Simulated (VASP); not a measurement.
# KCl (Fm-3m) in VASP: notebook

The runs below take KCl through single point, with PBE.

All numbers are computed with VASP 6.6.1; they aren't measurements. Logs are shortened: lines on timing, memory, paths and dates and some standing lists are left out, and cuts for length are marked.

## Step 1: The cell of the first run

The structure is cubic, space group Fm-3m (No. 225). The conventional cell has a = 6.019 Å, b = 6.019 Å, c = 6.019 Å, α = 90.00°, β = 90.00°, γ = 90.00°. K (site symmetry m-3m) has 6 Cl at 3.01 Å within 4.0 Å. Within 4.0 Å of Cl (site symmetry m-3m) lie 6 K at 3.01 Å.

## Step 2: Single point, PBE (strain -4.3%)

Contents of INCAR:

```
SYSTEM = KCl
PREC     = Accurate       ! precision mode
ENCUT    = 520            ! plane-wave cutoff, eV
EDIFF    = 1E-7           ! SCF threshold, eV
ISMEAR   = -1             ! smearing method
SIGMA    = 0.02           ! smearing width, eV
LREAL    = .FALSE.        ! projectors in reciprocal space
LASPH    = .TRUE.         ! aspherical terms in the spheres
NELM     = 100            ! most SCF steps
ALGO     = Normal         ! electronic algorithm
ISIF     = 2              ! what is computed and relaxed
LWAVE    = .FALSE.        ! write WAVECAR
LCHARG   = .TRUE.         ! write CHGCAR
GGA      = PE             ! functional
LELF     = .TRUE.         ! ELF
LVHAR    = .TRUE.       
NBANDS   = 15             ! bands
```

Contents of KPOINTS:

```
Automatic mesh
0
G
  8 8 8
  0 0 0
```

Contents of POSCAR:

```
KCl
1.0
    0.0000000000      3.0093042049      3.0093042049
    3.0093042049      0.0000000000      3.0093042049
    3.0093042049      3.0093042049      0.0000000000
K Cl
1 1
Direct
    0.0000000000      0.0000000000      0.0000000000
    0.5000000000      0.5000000000      0.5000000000
```

Potentials or basis: VASP PAW PBE potentials, release 64 (K_sv, Cl).

The run is started by

```bash
$ cat potpaw_PBE.64/K_sv/POTCAR potpaw_PBE.64/Cl/POTCAR > POTCAR
$ mpirun -np 1 vasp_std > vasp.out
```

OUTCAR:

```text
SYSTEM = KCl
   PREC = Accurate
   ENCUT = 520
   EDIFF = 1E-7
   ISMEAR = -1
   LREAL = .FALSE.
   LASPH = .TRUE.
   NELM = 100
   ISIF = 2
   GGA = PE

 ion  position               nearest neighbor table
   1  0.000  0.000  0.000-   2 3.01   2 3.01   2 3.01   2 3.01   2 3.01   2 3.01
   2  0.500  0.500  0.500-   1 3.01   1 3.01   1 3.01   1 3.01   1 3.01   1 3.01

  LATTYP: Found a face centered cubic cell.
 ALAT       =     6.0186084098

  Lattice vectors:

 A1 = (   0.0000000000,   3.0093042049,   3.0093042049)
 A2 = (   3.0093042049,   0.0000000000,   3.0093042049)
 A3 = (   3.0093042049,   3.0093042049,   0.0000000000)

Analysis of symmetry for initial positions (statically):
=====================================================================
 Subroutine PRICEL returns:
 Original cell was already a primitive cell.

 Routine SETGRP: Setting up the symmetry group for a
 face centered cubic supercell.

 Subroutine GETGRP returns: Found 48 space group operations
 (whereof 48 operations were pure point group operations)
 out of a pool of 48 trial point group operations.

The static configuration has the point symmetry O_h .

Analysis of symmetry for dynamics (positions and initial velocities):
=====================================================================
 Subroutine PRICEL returns:
 Original cell was already a primitive cell.

 Routine SETGRP: Setting up the symmetry group for a
 face centered cubic supercell.

 Subroutine GETGRP returns: Found 48 space group operations
 (whereof 48 operations were pure point group operations)
 out of a pool of 48 trial point group operations.

The dynamic configuration has the point symmetry O_h .

 Subroutine INISYM returns: Found 48 space group operations
 (whereof 48 operations are pure point group operations),
 and found     1 'primitive' translations

----------------------------------------------------------------------------------------

                                     Primitive cell

  volume of cell :      54.5040

  direct lattice vectors                    reciprocal lattice vectors
     0.000000000  3.009304205  3.009304205    -0.166151365  0.166151365  0.166151365
     3.009304205  0.000000000  3.009304205     0.166151365 -0.166151365  0.166151365
     3.009304205  3.009304205  0.000000000     0.166151365  0.166151365 -0.166151365

  length of vectors
     4.255798820  4.255798820  4.255798820     0.287782605  0.287782605  0.287782605

  position of ions in fractional coordinates (direct lattice)
     0.000000000  0.000000000  0.000000000
     0.500000000  0.500000000  0.500000000

  ion indices of the primitive-cell ions
   primitive index   ion index
                 1           1
                 2           2

----------------------------------------------------------------------------------------

 KPOINTS: Automatic mesh

Automatic generation of k-mesh.
 Grid dimensions read from file:
 generate k-points for:    8    8    8

 Generating k-lattice:

  Cartesian coordinates                     Fractional coordinates (reciprocal lattice)
    -0.020768921  0.020768921  0.020768921     0.125000000  0.000000000  0.000000000
     0.020768921 -0.020768921  0.020768921     0.000000000  0.125000000  0.000000000
     0.020768921  0.020768921 -0.020768921     0.000000000  0.000000000  0.125000000

  Length of vectors
     0.035972826  0.035972826  0.035972826

  Shift w.r.t. Gamma in fractional coordinates (k-lattice)
     0.000000000  0.000000000  0.000000000

 Subroutine IBZKPT returns following result:
 ===========================================

 Found     29 irreducible k-points:

 Following reciprocal coordinates:
            Coordinates               Weight
  0.000000  0.000000  0.000000      1.000000
  0.125000  0.000000  0.000000      8.000000
  0.250000  0.000000  0.000000      8.000000
  0.375000  0.000000  0.000000      8.000000
  0.500000  0.000000  0.000000      4.000000
  0.125000  0.125000  0.000000      6.000000
[... 16 lines left out ...]
  0.500000  0.250000  0.125000     48.000000
 -0.375000  0.250000  0.125000     24.000000
 [... further k-points ...]
   k-points           NKPTS =     29   k-points in BZ     NKDIM =     29   number of bands    NBANDS=     15
   number of dos      NEDOS =    301   number of ions     NIONS =      2
   total plane-waves  NPLWV =  32768
   dimension x,y,z NGX =    32 NGY =   32 NGZ =   32
   dimension x,y,z NGXF=    64 NGYF=   64 NGZF=   64
   ions per type =               1   1
   NGX,Y,Z   is equivalent  to a cutoff of  12.50, 12.50, 12.50 a.u.
   NGXF,Y,Z  is equivalent  to a cutoff of  25.00, 25.00, 25.00 a.u.
 SYSTEM =  KCl
   PREC   = accura    normal or accurate (medium, high low for compatibility)
   ISTART =      0    job   : 0-new  1-cont  2-samecut
   ICHARG =      2    charge: 1-file 2-atom 10-const
   ISPIN  =      1    spin polarized calculation?
   LNONCOLLINEAR =      F non collinear calculations
   LSORBIT =      F    spin-orbit coupling
   LASPH  =      T    aspherical Exc in radial PAW
   ENCUT  =  520.0 eV  38.22 Ry    6.18 a.u.   7.91  7.91  7.91*2*pi/ulx,y,z
   NELM   =    100;   NELMIN=  2; NELMDL= -5     # of ELM steps
   EDIFF  = 0.1E-06   stopping-criterion for ELM
   LREAL  =      F    real-space projection
   EDIFFG = 0.1E-05   stopping-criterion for IOM
   NSW    =      0    number of steps for IOM
   IBRION =     -1    ionic relax: 0-MD 1-quasi-New 2-CG
   NFREE  =      0    steps in history (QN), initial steepest desc. (CG)
   ISIF   =      2    stress and relaxation
   ISYM   =      2    0-nonsym 1-usesym 2-fastsym
   POTIM  = 0.5000    time-step for ionic-motion
   TEBEG  =    0.0;   TEEND  =   0.0 temperature during run
   PSTRESS=    0.0 pullay stress
   NELECT =      16.0000    total number of electrons
   NUPDOWN=      -1.0000    fix difference up-down
   EMIN   =  10.00;   EMAX   =-10.00  energy-range for DOS
   EFERMI =   0.00;   METHOD = LEGACY
   ISMEAR =    -1;   SIGMA  =   0.02  broadening in eV -4-tet -1-fermi 0-gaus
   EFERMI_NEDOS =   21; number of points for ismear=-14 and -15
   IALGO  =     38    algorithm
   IMIX   =      4    mixing-type and parameters
     AMIX     =   0.40;   BMIX     =  1.00
     AMIX_MAG =   1.60;   BMIX_MAG =  1.00
  volume/ion in A,a.u.               =      27.25       183.91
  Fermi-wavevector in a.u.,A,eV,Ry     =   1.088025  2.056068 16.106545  1.183798
  Thomas-Fermi vector in A             =   2.224197
   LORBIT       =      0    0 simple, 1 ext, 2 COOP (PROOUT), +10 PAW based schemes
   GGA     = PE    functional components
   LHFCALC =     F    Hartree Fock is set to
   AEXX    =    0.0000 exact exchange contribution
   IVDW    =     0    specifies the selected vdW correction
   LEPSILON=     F    determine dielectric tensor
   LRPA    =     F    only Hartree local field effects (RPA)
 non-spin polarized calculation
  energy-cutoff  :      520.00
  volume of cell :       54.50
 maximum number of plane-waves:      1480
   NGX = 15   NGY = 15   NGZ = 15

 number of electron      15.9999999 magnetization

 Free energy of the ion-electron system (eV)
  ---------------------------------------------------
  ext. energy  EPLUGINS =         0.00000000
  ---------------------------------------------------
  free energy    TOTEN  =        -6.68492523 eV

  energy without entropy =       -6.68492523  energy(sigma->0) =       -6.68492523

 E-fermi :  -0.8219     XC(G=0):  -8.1026

 val. band max:       -1.2491902917   @ k =   0.0000   0.0000   0.0000
 cond. band min:       4.4365140902   @ k =   0.0000   0.0000   0.0000
 fundamental gap:      5.6857043819
 Fermi energy:        -0.8218905123

 k-point     1 :       0.0000    0.0000    0.0000
  band No.  band energies     occupation
      1     -28.1493      2.00000
      2     -13.5381      2.00000
      3     -11.6107      2.00000
      4     -11.6107      2.00000
      5     -11.6107      2.00000
      6      -1.2492      2.00000
      7      -1.2492      2.00000
      8      -1.2492      2.00000
      9       4.4365      0.00000
     10       7.1672      0.00000
     11       7.1672      0.00000
     12       7.1672      0.00000
     13       8.1218      0.00000
     14       8.1218      0.00000
     15      12.1943      0.00000

 k-point     2 :       0.1250    0.0000    0.0000
  band No.  band energies     occupation
      1     -28.1462      2.00000
      2     -13.5808      2.00000
      3     -11.6125      2.00000
      4     -11.6125      2.00000
      5     -11.5567      2.00000
      6      -1.4865      2.00000
      7      -1.3204      2.00000
      8      -1.3204      2.00000
      9       4.8600      0.00000
     10       7.0646      0.00000
     11       7.3912      0.00000
     12       7.3912      0.00000
     13       8.3871      0.00000
     14       8.3871      0.00000
     15      12.8521      0.00000

 k-point     3 :       0.2500    0.0000    0.0000
  band No.  band energies     occupation
      1     -28.1386      2.00000
      2     -13.6759      2.00000
      3     -11.6169      2.00000
      4     -11.6169      2.00000
      5     -11.4337      2.00000
      6      -1.9795      2.00000
      7      -1.4843      2.00000
      8      -1.4843      2.00000
      9       5.7985      0.00000
     10       7.0692      0.00000
     11       8.0286      0.00000
     12       8.0286      0.00000
     13       9.1156      0.00000
     14       9.1156      0.00000
     15      13.2049      0.00000

 k-point     4 :       0.3750    0.0000    0.0000
  band No.  band energies     occupation
      1     -28.1311      2.00000
      2     -13.7623      2.00000
      3     -11.6213      2.00000
      4     -11.6213      2.00000
      5     -11.3181      2.00000
      6      -2.3993      2.00000
      7      -1.6380      2.00000
      8      -1.6380      2.00000
      9       6.5029      0.00000
     10       7.5515      0.00000
     11       8.9766      0.00000
     12       8.9766      0.00000
     13      10.0723      0.00000
     14      10.0723      0.00000
     15      12.2167      0.00000
[... 307 lines left out ...]
 k-point    22 :       0.3750    0.2500    0.1250
  band No.  band energies     occupation
      1     -28.1332      2.00000
      2     -13.6549      2.00000
      3     -11.6742      2.00000
      4     -11.6301      2.00000
      5     -11.4414      2.00000
      6      -2.1288      2.00000
      7      -1.5570      2.00000
      8      -1.4772      2.00000
      9       6.3371      0.00000
     10       6.3705      0.00000
     11       8.7072      0.00000
     12       8.9454      0.00000
     13       9.2128      0.00000
     14       9.9868      0.00000
     15      12.1545      0.00000

 k-point    23 :       0.5000    0.2500    0.1250
  band No.  band energies     occupation
      1     -28.1273      2.00000
      2     -13.6706      2.00000
      3     -11.6985      2.00000
      4     -11.6480      2.00000
      5     -11.4146      2.00000
      6      -2.2481      2.00000
      7      -1.6891      2.00000
      8      -1.6169      2.00000
      9       6.5694      0.00000
     10       7.2095      0.00000
     11       9.1449      0.00000
     12       9.4028      0.00000
     13       9.9480      0.00000
     14      10.5245      0.00000
     15      11.3542      0.00000

 k-point    24 :      -0.3750    0.2500    0.1250
  band No.  band energies     occupation
      1     -28.1249      2.00000
      2     -13.6767      2.00000
      3     -11.7011      2.00000
      4     -11.6643      2.00000
      5     -11.4028      2.00000
      6      -2.2807      2.00000
      7      -1.7466      2.00000
      8      -1.6856      2.00000
      9       6.9022      0.00000
     10       7.4146      0.00000
     11       9.4405      0.00000
     12       9.4477      0.00000
     13      10.1792      0.00000
     14      11.1312      0.00000
     15      11.3041      0.00000

 [... further k-points ...]

------------------------ aborting loop because EDIFF is reached ----------------------------------------

  FORCE on cell =-STRESS in cart. coord.  units (eV):
  Direction    XX          YY          ZZ          XY          YZ          ZX
  --------------------------------------------------------------------------------------
  -------------------------------------------------------------------------------------
  Total        1.5114928      1.5114928      1.5114928     -0.0000000     -0.0000000     -0.0000000
  in kB       44.4312371     44.4312371     44.4312371     -0.0000000     -0.0000000     -0.0000000
  external PRESSURE =      44.4312371 kB  Pullay stress =       0.0000000 kB

 VOLUME and BASIS-vectors are now :
 -----------------------------------------------------------------------------
  energy-cutoff  :      520.00
  volume of cell :       54.50
      direct lattice vectors                 reciprocal lattice vectors
     0.000000000  3.009304205  3.009304205    -0.166151365  0.166151365  0.166151365
     3.009304205  0.000000000  3.009304205     0.166151365 -0.166151365  0.166151365
     3.009304205  3.009304205  0.000000000     0.166151365  0.166151365 -0.166151365

 POSITION                                       TOTAL-FORCE (eV/Angst)
 -----------------------------------------------------------------------------------
      0.00000      0.00000      0.00000         0.000000      0.000000      0.000000
      3.00930      3.00930      3.00930        -0.000000     -0.000000     -0.000000
 -----------------------------------------------------------------------------------
    total drift:                                0.000000     -0.000000     -0.000000

  FREE ENERGIE OF THE ION-ELECTRON SYSTEM (eV)
  ---------------------------------------------------
  free  energy   TOTEN  =        -6.6849252334 eV

  energy  without entropy=       -6.6849252334  energy(sigma->0) =       -6.68492523
```

Wall time 14 s (1 thread of Intel Xeon Platinum 8375C at 2.90GHz (Ice Lake), shared host); peak memory 0.18 GiB.

Results:

- Free energy: -6.6849 eV
- Pressure: 4.4 GPa
- Band gap on the k mesh: 5.69 eV

Caveat: the cell differs from its parent crystal (strain -4.3%); the cell stands under pressure.

## Step 3: Single point, PBE (strain +3.0%)

Contents of INCAR:

```
SYSTEM = KCl
PREC     = Accurate       ! precision mode
ENCUT    = 520            ! plane-wave cutoff, eV
EDIFF    = 1E-6           ! SCF threshold, eV
ISMEAR   = -1             ! smearing method
SIGMA    = 0.02           ! smearing width, eV
LREAL    = .False.        ! projectors in reciprocal space
LASPH    = .True.         ! aspherical terms in the spheres
NELM     = 80             ! most SCF steps
ALGO     = Normal         ! electronic algorithm
ISIF     = 2              ! what is computed and relaxed
LWAVE    = .False.        ! write WAVECAR
LCHARG   = .False.        ! write CHGCAR
GGA      = PE             ! functional
NBANDS   = 15             ! bands
```

Contents of KPOINTS:

```
regular mesh
0
Gamma
  8 8 8
  0 0 0
```

Contents of POSCAR:

```
KCl
1.0
    0.0000000000      3.2385635596      3.2385635596
    3.2385635596      0.0000000000      3.2385635596
    3.2385635596      3.2385635596      0.0000000000
K Cl
1 1
Direct
    0.0000000000      0.0000000000      0.0000000000
    0.5000000000      0.5000000000      0.5000000000
```

Potentials or basis: VASP PAW PBE potentials, release 64 (K_sv, Cl).

The run is started by

```bash
$ cat potpaw_PBE.64/K_sv/POTCAR potpaw_PBE.64/Cl/POTCAR > POTCAR
$ mpirun -np 1 vasp_std > vasp.out
```

Run time: 22 s. Hardware: 1 thread of Intel Xeon Platinum 8375C at 2.90GHz (Ice Lake), shared host; peak memory 0.2 GiB.

The run converged. Its results:

```yaml
Free_energy: -6.8057 eV
Pressure: -0.6 GPa
Band_gap_on_the_k_mesh: 4.90 eV
```

Levels at points of the mesh, in eV from the valence-band top:
```tsv
k point	band 4	band 5	band 6	band 7	band 8	band 9	band 10	band 11	band 12	band 13
(0.00, 0.00, 0.00)	-10.88	-10.88	0.00	0.00	0.00	4.90	8.32	8.32	8.32	9.15
(0.50, 0.00, 0.00)	-10.88	-10.68	-0.91	-0.26	-0.26	7.33	8.25	10.23	10.23	11.09
(0.50, 0.50, 0.00)	-10.92	-10.92	-0.60	-0.20	-0.20	6.58	7.96	9.57	10.06	10.27
```

Caveat: the cell differs from its parent crystal (strain +3.0%). A k mesh can miss the band edges.
